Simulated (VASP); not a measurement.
Crystal: NbSi.

```xyz
2
Lattice="0.0000 2.5738 2.5738 2.5738 0.0000 2.5738 2.5738 2.5738 0.0000" Properties=species:S:1:pos:R:3 pbc="T T T"
Nb    0.0000    0.0000    0.0000
Si    2.5738    2.5738    2.5738
```

Program: VASP 6.6.1. Alike in all runs: task single point; no spin polarisation; cell as given; k mesh 9 × 9 × 9; smearing fermi-dirac 0.05 eV.

Q: Order these runs on this cell by their pressure, lowest first.
A. level PBEsol; potentials or basis VASP PAW PBE potentials, release 64 (Nb_sv, Si); cutoff (eV) 500
B. level PBEsol+D3(BJ); potentials or basis VASP PAW PBE potentials, release 64 (Nb_sv, Si); cutoff (eV) 520
C. level LDA+U; potentials or basis VASP PAW LDA potentials, release 64 (Nb_sv, Si); U Nb d U = 1.0 eV; cutoff (eV) 520
D. level LDA+U; potentials or basis VASP PAW LDA potentials, release 64 (Nb_sv, Si); U Nb d U = 5.0 eV; cutoff (eV) 520

A: B (-9.6 GPa), C (-6.0 GPa), A (-4.4 GPa), D (-1.0 GPa).

Caveats: the cell stands under tension (at least some runs); U without spin polarisation on a metal has little footing (at least some runs); the U is typed as a test and isn't derived for this compound (at least some runs); the PAW data sets were made with another functional, which shifts forces and pressure a little (at least some runs); three body term missing (at least some runs).
